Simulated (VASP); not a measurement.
# Os (P6_3/mmc) in VASP: notebook

The runs below take Os through single point, with PBEsol.

Program: VASP 6.6.1. These are calculated values, not measurements. Logs are shortened: lines on timing, memory, paths and dates and some standing lists are left out, and cuts for length are marked.

## Step 1: The cell of the first run

It takes space group P6_3/mmc (No. 194, hexagonal). Conventional cell: a = 2.699 Å, b = 2.699 Å, c = 4.265 Å, α = 90.00°, β = 90.00°, γ = 120.00°. Within 3.5 Å of Os (site symmetry -6m2) lie 12 Os at 2.64 to 2.70 Å.

## Step 2: Single point, PBEsol

Input file INCAR:

```
SYSTEM = Os
  PREC = Accurate
  ENCUT = 520
  EDIFF = 1E-6
  ISMEAR = -1
  SIGMA = 0.05
  LREAL = .FALSE.
  LASPH = .TRUE.
  NELM = 80
  ALGO = Normal
  ISIF = 2
  LWAVE = .FALSE.
  LCHARG = .FALSE.
  GGA = PS
  NBANDS = 15
```

Input file KPOINTS:

```
regular mesh
0
G
  20 20 12
  0 0 0
```

Input file POSCAR:

```
Os
1.0
    2.6986679997      0.0000000000      0.0000000000
   -1.3493339998      2.3371150441      0.0000000000
    0.0000000000      0.0000000000      4.2650246293
Os
2
Direct
    0.3333333333      0.6666666667      0.2500000000
    0.6666666667      0.3333333333      0.7500000000
```

Potentials or basis: VASP PAW PBE potentials, release 64 (Os).

Launch:

```sh
$ cat potpaw_PBE.64/Os/POTCAR > POTCAR
$ mpirun -np 1 vasp_std > vasp.out
```

OUTCAR:

```text
SYSTEM = Os
   PREC = Accurate
   ENCUT = 520
   EDIFF = 1E-6
   ISMEAR = -1
   LREAL = .FALSE.
   LASPH = .TRUE.
   NELM = 80
   ISIF = 2
   GGA = PS

 ion  position               nearest neighbor table
   1  0.333  0.667  0.250-   2 2.64   2 2.64   2 2.64   2 2.64   2 2.64   2 2.64
   2  0.667  0.333  0.750-   1 2.64   1 2.64   1 2.64   1 2.64   1 2.64   1 2.64

  LATTYP: Found a hexagonal cell.
 ALAT       =     2.6986679997
 C/A-ratio  =     1.5804184249

  Lattice vectors:

 A1 = (   2.6986679997,   0.0000000000,   0.0000000000)
 A2 = (  -1.3493339998,   2.3371150441,   0.0000000000)
 A3 = (   0.0000000000,   0.0000000000,   4.2650246293)

Analysis of symmetry for initial positions (statically):
=====================================================================
 Subroutine PRICEL returns:
 Original cell was already a primitive cell.

 Routine SETGRP: Setting up the symmetry group for a
 hexagonal supercell.

 Subroutine GETGRP returns: Found 24 space group operations
 (whereof 12 operations were pure point group operations)
 out of a pool of 24 trial point group operations.

The static configuration has the point symmetry D_3d.
 The point group associated with its full space group is D_6h.

Analysis of symmetry for dynamics (positions and initial velocities):
=====================================================================
 Subroutine PRICEL returns:
 Original cell was already a primitive cell.

 Routine SETGRP: Setting up the symmetry group for a
 hexagonal supercell.

 Subroutine GETGRP returns: Found 24 space group operations
 (whereof 12 operations were pure point group operations)
 out of a pool of 24 trial point group operations.

The dynamic configuration has the point symmetry D_3d.
 The point group associated with its full space group is D_6h.

 Subroutine INISYM returns: Found 24 space group operations
 (whereof 12 operations are pure point group operations),
 and found     1 'primitive' translations

----------------------------------------------------------------------------------------

                                     Primitive cell

  volume of cell :      26.8999

  direct lattice vectors                    reciprocal lattice vectors
     2.698668000  0.000000000  0.000000000     0.370553177  0.213938976  0.000000000
    -1.349334000  2.337115044  0.000000000     0.000000000  0.427877953  0.000000000
     0.000000000  0.000000000  4.265024629     0.000000000  0.000000000  0.234465235

  length of vectors
     2.698668000  2.698668000  4.265024629     0.427877953  0.427877953  0.234465235

  position of ions in fractional coordinates (direct lattice)
     0.333333333  0.666666667  0.250000000
     0.666666667  0.333333333  0.750000000

  ion indices of the primitive-cell ions
   primitive index   ion index
                 1           1
                 2           2

----------------------------------------------------------------------------------------

 KPOINTS: regular mesh

Automatic generation of k-mesh.
 Grid dimensions read from file:
 generate k-points for:   20   20   12

 Generating k-lattice:

  Cartesian coordinates                     Fractional coordinates (reciprocal lattice)
     0.018527659  0.010696949  0.000000000     0.050000000  0.000000000  0.000000000
     0.000000000  0.021393898  0.000000000     0.000000000  0.050000000  0.000000000
     0.000000000  0.000000000  0.019538770     0.000000000  0.000000000  0.083333333

  Length of vectors
     0.021393898  0.021393898  0.019538770

  Shift w.r.t. Gamma in fractional coordinates (k-lattice)
     0.000000000  0.000000000  0.000000000

 Subroutine IBZKPT returns following result:
 ===========================================

 Found    308 irreducible k-points:

 Following reciprocal coordinates:
            Coordinates               Weight
  0.000000  0.000000  0.000000      1.000000
  0.050000 -0.000000  0.000000      6.000000
  0.100000  0.000000  0.000000      6.000000
  0.150000  0.000000  0.000000      6.000000
  0.200000  0.000000  0.000000      6.000000
  0.250000  0.000000  0.000000      6.000000
[... 16 lines left out ...]
  0.200000  0.100000  0.000000     12.000000
  0.250000  0.100000  0.000000     12.000000
 [... further k-points ...]
   k-points           NKPTS =    308   k-points in BZ     NKDIM =    308   number of bands    NBANDS=     15
   number of dos      NEDOS =    301   number of ions     NIONS =      2
   total plane-waves  NPLWV =  12800
   dimension x,y,z NGX =    20 NGY =   20 NGZ =   32
   dimension x,y,z NGXF=    40 NGYF=   40 NGZF=   64
   ions per type =               2
   NGX,Y,Z   is equivalent  to a cutoff of  12.32, 12.32, 12.47 a.u.
   NGXF,Y,Z  is equivalent  to a cutoff of  24.64, 24.64, 24.95 a.u.
 SYSTEM =  Os
   PREC   = accura    normal or accurate (medium, high low for compatibility)
   ISTART =      0    job   : 0-new  1-cont  2-samecut
   ICHARG =      2    charge: 1-file 2-atom 10-const
   ISPIN  =      1    spin polarized calculation?
   LNONCOLLINEAR =      F non collinear calculations
   LSORBIT =      F    spin-orbit coupling
   LASPH  =      T    aspherical Exc in radial PAW
   ENCUT  =  520.0 eV  38.22 Ry    6.18 a.u.   5.02  5.02  7.93*2*pi/ulx,y,z
   NELM   =     80;   NELMIN=  2; NELMDL= -5     # of ELM steps
   EDIFF  = 0.1E-05   stopping-criterion for ELM
   LREAL  =      F    real-space projection
   EDIFFG = 0.1E-04   stopping-criterion for IOM
   NSW    =      0    number of steps for IOM
   IBRION =     -1    ionic relax: 0-MD 1-quasi-New 2-CG
   NFREE  =      0    steps in history (QN), initial steepest desc. (CG)
   ISIF   =      2    stress and relaxation
   ISYM   =      2    0-nonsym 1-usesym 2-fastsym
   POTIM  = 0.5000    time-step for ionic-motion
   TEBEG  =    0.0;   TEEND  =   0.0 temperature during run
   PSTRESS=    0.0 pullay stress
   NELECT =      16.0000    total number of electrons
   NUPDOWN=      -1.0000    fix difference up-down
   EMIN   =  10.00;   EMAX   =-10.00  energy-range for DOS
   EFERMI =   0.00;   METHOD = LEGACY
   ISMEAR =    -1;   SIGMA  =   0.05  broadening in eV -4-tet -1-fermi 0-gaus
   EFERMI_NEDOS =   21; number of points for ismear=-14 and -15
   IALGO  =     38    algorithm
   IMIX   =      4    mixing-type and parameters
     AMIX     =   0.40;   BMIX     =  1.00
     AMIX_MAG =   1.60;   BMIX_MAG =  1.00
  volume/ion in A,a.u.               =      13.45        90.76
  Fermi-wavevector in a.u.,A,eV,Ry     =   1.376780  2.601736 25.790148  1.895522
  Thomas-Fermi vector in A             =   2.501993
   LORBIT       =      0    0 simple, 1 ext, 2 COOP (PROOUT), +10 PAW based schemes
   GGA     = PS    functional components
   LHFCALC =     F    Hartree Fock is set to
   AEXX    =    0.0000 exact exchange contribution
   IVDW    =     0    specifies the selected vdW correction
   LEPSILON=     F    determine dielectric tensor
   LRPA    =     F    only Hartree local field effects (RPA)
 non-spin polarized calculation
  energy-cutoff  :      520.00
  volume of cell :       26.90
 maximum number of plane-waves:       742
 NGX is ok and might be reduce to    20
   NGX =  9   NGY =  9   NGZ = 15

 number of electron      15.9999999 magnetization

 Free energy of the ion-electron system (eV)
  ---------------------------------------------------
  ext. energy  EPLUGINS =         0.00000000
  ---------------------------------------------------
  free energy    TOTEN  =       -24.44912554 eV

  energy without entropy =      -24.44173116  energy(sigma->0) =      -24.44542835

 E-fermi :   9.9542     XC(G=0): -14.3789

 val. band max:        9.9531833033   @ k =   0.1500   0.0000   0.3333
 cond. band min:       9.9584194451   @ k =   0.4000   0.1500   0.3333
 fundamental gap:      0.0052361418
 Fermi energy:         9.9542133991

 k-point     1 :       0.0000    0.0000    0.0000
  band No.  band energies     occupation
      1      -1.4415      2.00000
      2       1.7012      2.00000
      3       6.6564      2.00000
      4       6.6564      2.00000
      5       6.9296      2.00000
      6       7.5582      2.00000
      7       7.5582      2.00000
      8       8.2639      2.00000
      9       8.2639      2.00000
     10       9.9186      1.34137
     11      11.7125      0.00000
     12      11.7125      0.00000
     13      19.4318      0.00000
     14      23.9318      0.00000
     15      26.7208      0.00000

 k-point     2 :       0.0500   -0.0000    0.0000
  band No.  band energies     occupation
      1      -1.3348      2.00000
      2       1.7970      2.00000
      3       6.3931      2.00000
      4       6.7512      2.00000
      5       7.1625      2.00000
      6       7.4908      2.00000
      7       7.6471      2.00000
      8       8.1350      2.00000
      9       8.1845      2.00000
     10       9.3805      1.99998
     11      11.7693      0.00000
     12      12.4038      0.00000
     13      19.4282      0.00000
     14      24.1600      0.00000
     15      26.8633      0.00000

 k-point     3 :       0.1000    0.0000    0.0000
  band No.  band energies     occupation
      1      -1.0222      2.00000
      2       2.0692      2.00000
      3       5.9942      2.00000
      4       7.0329      2.00000
      5       7.2758      2.00000
      6       7.5341      2.00000
      7       7.6260      2.00000
      8       7.9103      2.00000
      9       7.9700      2.00000
     10       8.7271      2.00000
     11      11.9176      0.00000
     12      13.6452      0.00000
     13      19.3996      0.00000
     14      24.8002      0.00000
     15      27.2505      0.00000
[... 343 lines left out ...]
 k-point    23 :       0.2000    0.1000    0.0000
  band No.  band energies     occupation
      1       1.0857      2.00000
      2       3.3438      2.00000
      3       4.8772      2.00000
      4       4.9297      2.00000
      5       6.6286      2.00000
      6       6.7032      2.00000
      7       8.0180      2.00000
      8       8.7993      2.00000
      9       9.3115      1.99999
     10      10.2247      0.00891
     11      12.3843      0.00000
     12      18.3093      0.00000
     13      18.9255      0.00000
     14      24.4235      0.00000
     15      25.7347      0.00000

 k-point    24 :       0.2500    0.1000    0.0000
  band No.  band energies     occupation
      1       1.7664      2.00000
      2       3.2626      2.00000
      3       4.2847      2.00000
      4       5.0783      2.00000
      5       6.4072      2.00000
      6       6.8545      2.00000
      7       7.7565      2.00000
      8       9.4147      1.99996
      9      10.1729      0.02490
     10      11.1384      0.00000
     11      12.4853      0.00000
     12      18.8035      0.00000
     13      19.6161      0.00000
     14      22.5110      0.00000
     15      24.3892      0.00000

 [... further k-points ...]
[... 5 lines left out ...]
  --------------------------------------------------------------------------------------
  -------------------------------------------------------------------------------------
  Total        2.6886854      2.6886854      2.6791810      0.0000000      0.0000000      0.0000000
  in kB      160.1398706    160.1398706    159.5737851      0.0000000      0.0000000      0.0000000
  external PRESSURE =     159.9511754 kB  Pullay stress =       0.0000000 kB

 VOLUME and BASIS-vectors are now :
 -----------------------------------------------------------------------------
  energy-cutoff  :      520.00
  volume of cell :       26.90
      direct lattice vectors                 reciprocal lattice vectors
     2.698668000  0.000000000  0.000000000     0.370553177  0.213938976  0.000000000
    -1.349334000  2.337115044  0.000000000     0.000000000  0.427877953  0.000000000
     0.000000000  0.000000000  4.265024629     0.000000000  0.000000000  0.234465235

 POSITION                                       TOTAL-FORCE (eV/Angst)
 -----------------------------------------------------------------------------------
     -0.00000      1.55808      1.06626         0.000000     -0.000000      0.000000
      1.34933      0.77904      3.19877        -0.000000      0.000000      0.000000
 -----------------------------------------------------------------------------------
    total drift:                               -0.000000      0.000000     -0.000000

  FREE ENERGIE OF THE ION-ELECTRON SYSTEM (eV)
  ---------------------------------------------------
  free  energy   TOTEN  =       -24.4491255408 eV

  energy  without entropy=      -24.4417311582  energy(sigma->0) =      -24.44542835
```

Run time: 2 min. Hardware: 1 thread of Intel Xeon Platinum 8375C at 2.90GHz (Ice Lake), shared host; peak memory 0.22 GiB.

Results:

```
Free energy            : -24.4491 eV
Pressure               : 16.0 GPa
Band gap on the k mesh : zero (bands 8 and 9 overlap by 4.22 eV)
```

Caveat: the cell stands under pressure; the PAW data sets were made with another functional, which shifts forces and pressure a little; spin-orbit coupling is left out, which moves the levels of the heavy elements.

## Step 3: Single point, PBEsol

This run uses another cell than the first one, of 13.59 Å³/atom.

Input file INCAR:

```
SYSTEM = Os
PREC = Accurate ; ENCUT = 520
EDIFF = 1E-6 ; ISMEAR = -1
SIGMA = 0.05 ; LREAL = .False.
LASPH = .True. ; NELM = 60
ALGO = Normal ; ISIF = 2
LWAVE = .False. ; LCHARG = .False.
GGA = PS ; NBANDS = 15
```

Input file KPOINTS:

```
Automatic mesh
0
Gamma
  20 20 12
  0 0 0
```

Input file POSCAR:

```
Os
1.0
    2.7082963787      0.0000000000      0.0000000000
   -1.3541481893      2.3454534649      0.0000000000
    0.0000000000      0.0000000000      4.2783851319
Os
2
Direct
    0.3333333333      0.6666666667      0.2500000000
    0.6666666667      0.3333333333      0.7500000000
```

Potentials or basis: VASP PAW PBE potentials, release 64 (Os).

Launch:

```sh
$ cat potpaw_PBE.64/Os/POTCAR > POTCAR
$ mpirun -np 1 vasp_std > vasp.out
```

It took 2 min on 1 thread of Intel Xeon Platinum 8375C at 2.90GHz (Ice Lake), shared host; peak memory 0.22 GiB.

Results (log left out):

```yaml
Free_energy: -24.4725 eV
Pressure: 10.8 GPa
Band_gap_on_the_k_mesh: zero (bands 8 and 9 overlap by 4.15 eV)
```

Levels at points of the mesh, in eV from the Fermi level:
| k point | band 6 | band 7 | band 8 | band 9 | band 10 | band 11 |
| --- | --- | --- | --- | --- | --- | --- |
| (0.00, 0.00, 0.00) | -2.36 | -2.36 | -1.67 | -1.67 | -0.03 | 1.73 |
| (0.50, 0.00, 0.00) | -2.72 | -2.00 | 2.11 | 2.70 | 2.84 | 4.58 |
| (0.00, 0.00, 0.50) | -3.45 | -3.45 | -3.45 | 0.91 | 0.91 | 0.91 |
| (0.50, 0.00, 0.50) | -1.30 | -0.22 | -0.22 | 2.46 | 2.46 | 3.40 |

Caveat: the cell stands under pressure; the PAW data sets were made with another functional, which shifts forces and pressure a little; spin-orbit coupling is left out, which moves the levels of the heavy elements.

(Part 1 of 2 ends here.)
